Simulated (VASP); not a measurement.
# Os (P6_3/mmc) in VASP: a series of runs, part 2 of 2

VASP 6.6.1. Earlier steps stand in the parts before.

## Step 6: Single point, RPBE+D4 (14.82 Å³/atom)

This run uses another cell than the first one, of 14.82 Å³/atom.

Contents of INCAR:

```
  PREC = Accurate
  ENCUT = 520
  EDIFF = 1E-6
  ISMEAR = -1
  SIGMA = 0.05
  LREAL = False
  LASPH = True
  NELM = 80
  ALGO = Normal
  ISIF = 2
  LWAVE = False
  LCHARG = False
  GGA = RP
  IVDW = 13
  NBANDS = 15
```

Contents of KPOINTS:

```
regular mesh
0
Gamma
  11 11 6
```

Contents of POSCAR:

```
Os
1.0
    2.7877234178      0.0000000000      0.0000000000
   -1.3938617089      2.4142392985      0.0000000000
    0.0000000000      0.0000000000      4.4044215090
Os
2
Direct
    0.6666666667      0.3333333333      0.7500000000
    0.3333333333      0.6666666667      0.2500000000
```

Potentials or basis: VASP PAW PBE potentials, release 64 (Os).

Command:

```bash
> cat potpaw_PBE.64/Os/POTCAR > POTCAR
> mpirun -np 1 vasp_std > vasp.out
```

OUTCAR:

```text
PREC = Accurate
   ENCUT = 520
   EDIFF = 1E-6
   ISMEAR = -1
   LREAL = False
   LASPH = True
   NELM = 80
   ISIF = 2
   GGA = RP
   IVDW = 13

 ion  position               nearest neighbor table
   1  0.667  0.333  0.750-   2 2.73   2 2.73   2 2.73   2 2.73   2 2.73   2 2.73
   2  0.333  0.667  0.250-   1 2.73   1 2.73   1 2.73   1 2.73   1 2.73   1 2.73

  LATTYP: Found a hexagonal cell.
 ALAT       =     2.7877234178
 C/A-ratio  =     1.5799348963

  Lattice vectors:

 A1 = (   2.7877234178,   0.0000000000,   0.0000000000)
 A2 = (  -1.3938617089,   2.4142392985,   0.0000000000)
 A3 = (   0.0000000000,   0.0000000000,   4.4044215090)

Analysis of symmetry for initial positions (statically):
=====================================================================
 Subroutine PRICEL returns:
 Original cell was already a primitive cell.

 Routine SETGRP: Setting up the symmetry group for a
 hexagonal supercell.

 Subroutine GETGRP returns: Found 24 space group operations
 (whereof 12 operations were pure point group operations)
 out of a pool of 24 trial point group operations.

The static configuration has the point symmetry D_3d.
 The point group associated with its full space group is D_6h.

Analysis of symmetry for dynamics (positions and initial velocities):
=====================================================================
 Subroutine PRICEL returns:
 Original cell was already a primitive cell.

 Routine SETGRP: Setting up the symmetry group for a
 hexagonal supercell.

 Subroutine GETGRP returns: Found 24 space group operations
 (whereof 12 operations were pure point group operations)
 out of a pool of 24 trial point group operations.

The dynamic configuration has the point symmetry D_3d.
 The point group associated with its full space group is D_6h.

 Subroutine INISYM returns: Found 24 space group operations
 (whereof 12 operations are pure point group operations),
 and found     1 'primitive' translations

----------------------------------------------------------------------------------------

                                     Primitive cell

[... 121 lines left out ...]
 non-spin polarized calculation
  energy-cutoff  :      520.00
  volume of cell :       29.64
 maximum number of plane-waves:       813
 NGX is ok and might be reduce to    24
   NGX = 11   NGY = 11   NGZ = 17

 number of electron      15.9999998 magnetization

 Free energy of the ion-electron system (eV)
  ---------------------------------------------------
  ext. energy  EPLUGINS =         0.00000000
  ---------------------------------------------------
  free energy    TOTEN  =       -21.16844188 eV

  energy without entropy =      -21.15388475  energy(sigma->0) =      -21.16116332

 E-fermi :   8.6390     XC(G=0): -13.6934

 val. band max:        8.6159751339   @ k =   0.3636  -0.0000   0.3333
 cond. band min:       8.6954730212   @ k =   0.3636   0.0909   0.3333
 fundamental gap:      0.0794978873
 Fermi energy:         8.6390408927

 k-point     1 :       0.0000    0.0000    0.0000
  band No.  band energies     occupation
      1      -1.7221      2.00000
      2       1.4406      2.00000
      3       5.8920      2.00000
      4       5.8920      2.00000
      5       6.1152      2.00000
      6       6.6547      2.00000
      7       6.6547      2.00000
      8       7.2440      2.00000
      9       7.2440      2.00000
     10       8.7123      0.37509
     11      10.2221      0.00000
     12      10.2221      0.00000
     13      17.0986      0.00000
     14      22.7000      0.00000
[... 401 lines left out ...]
      2       2.9475      2.00000
      3       4.2709      2.00000
      4       4.4950      2.00000
      5       5.6601      2.00000
      6       6.2217      2.00000
      7       6.7350      2.00000
      8       7.6265      2.00000
      9       8.1849      1.99977
     10       8.5244      1.81651
     11      10.6023      0.00000
     12      13.7941      0.00000
     13      18.6329      0.00000
     14      23.0851      0.00000
     15      24.2522      0.00000

 [... further k-points ...]

------------------------ aborting loop because EDIFF is reached ----------------------------------------

  DFT-D4 for vdW energy calculation

  Edisp (eV):   -2.34594

  FORCE on cell =-STRESS in cart. coord.  units (eV):
  Direction    XX          YY          ZZ          XY          YZ          ZX
  --------------------------------------------------------------------------------------
  -------------------------------------------------------------------------------------
  Total      -4.09050    -4.09050    -4.30535    -0.00000     0.00000    -0.00000
  in kB    -221.08927  -221.08927  -232.70228    -0.00000     0.00000    -0.00000
  external pressure =     -224.96 kB  Pullay stress =        0.00 kB

 VOLUME and BASIS-vectors are now :
 -----------------------------------------------------------------------------
  energy-cutoff  :      520.00
  volume of cell :       29.64
      direct lattice vectors                 reciprocal lattice vectors
     2.787723418  0.000000000  0.000000000     0.358715644  0.207104573  0.000000000
    -1.393861709  2.414239299  0.000000000     0.000000000  0.414209147  0.000000000
     0.000000000  0.000000000  4.404421509     0.000000000  0.000000000  0.227044573

 POSITION                                       TOTAL-FORCE (eV/Angst)
 -----------------------------------------------------------------------------------
      1.39386      0.80475      3.30332        -0.000000     -0.000000      0.000000
     -0.00000      1.60949      1.10111         0.000000      0.000000      0.000000
 -----------------------------------------------------------------------------------
    total drift:                               -0.000000      0.000000     -0.000000

  FREE ENERGIE OF THE ION-ELECTRON SYSTEM (eV)
  ---------------------------------------------------
  free  energy   TOTEN  =       -23.5143832590 eV

  energy  without entropy=      -23.4998261249  energy(sigma->0) =      -23.50710469
```

Run time: 67 s. Hardware: 1 thread of AMD EPYC 7R13, shared host; peak memory 0.14 GiB.

Results:

* Free energy: -23.5144 eV
* Pressure: -22.5 GPa
* Band gap on the k mesh: zero (bands 8 and 9 overlap by 3.54 eV)
* Dispersion energy per atom: -1.173 eV

Levels at points of the mesh, in eV from the Fermi level:
```tsv
k point	band 5	band 6	band 7	band 8	band 9	band 10	band 11	band 12
(0.00, 0.00, 0.00)	-2.52	-1.98	-1.98	-1.40	-1.40	0.07	1.58	1.58
(0.00, 0.00, 0.50)	-2.93	-2.93	-2.93	-2.93	0.84	0.84	0.84	0.84
```

Caveat: the cell stands under tension; the dispersion term is far too large for a dense solid, which distorts pressure and volume; the PAW data sets were made with another functional, which shifts forces and pressure a little; spin-orbit coupling is left out, which moves the levels of the heavy elements.

## Step 7: Summary

| cell | gap on the mesh (eV) | pressure (GPa) |
| --- | --- | --- |
| a = 2.716, b = 2.716, c = 4.291 Å, angles 90.0, 90.0, 120.0°, 2 atoms | none | 8.0 |
| a = 2.734, b = 2.734, c = 4.320 Å, angles 90.0, 90.0, 120.0°, 2 atoms | none | -1.0 |
| a = 2.752, b = 2.752, c = 4.348 Å, angles 90.0, 90.0, 120.0°, 2 atoms | none | -9.1 |
| a = 2.770, b = 2.770, c = 4.377 Å, angles 90.0, 90.0, 120.0°, 2 atoms | none | -16.2 |
| a = 2.788, b = 2.788, c = 4.404 Å, angles 90.0, 90.0, 120.0°, 2 atoms | none | -22.5 |

Alike in all rows: task single point; level RPBE+D4; potentials or basis VASP PAW PBE potentials, release 64 (Os); no spin polarisation; k mesh 11 × 11 × 6; cutoff (eV) 520; smearing fermi-dirac 0.05 eV.

Caveats: the dispersion term is far too large for a dense solid, which distorts pressure and volume; the PAW data sets were made with another functional, which shifts forces and pressure a little; spin-orbit coupling is left out, which moves the levels of the heavy elements; the cell stands under tension (at least some runs); the cell stands under pressure (at least some runs).

Absolute energies hang on the potentials; compare differences alone.

The gap in the log of VASP goes by the Fermi energy; the results here count the filled bands.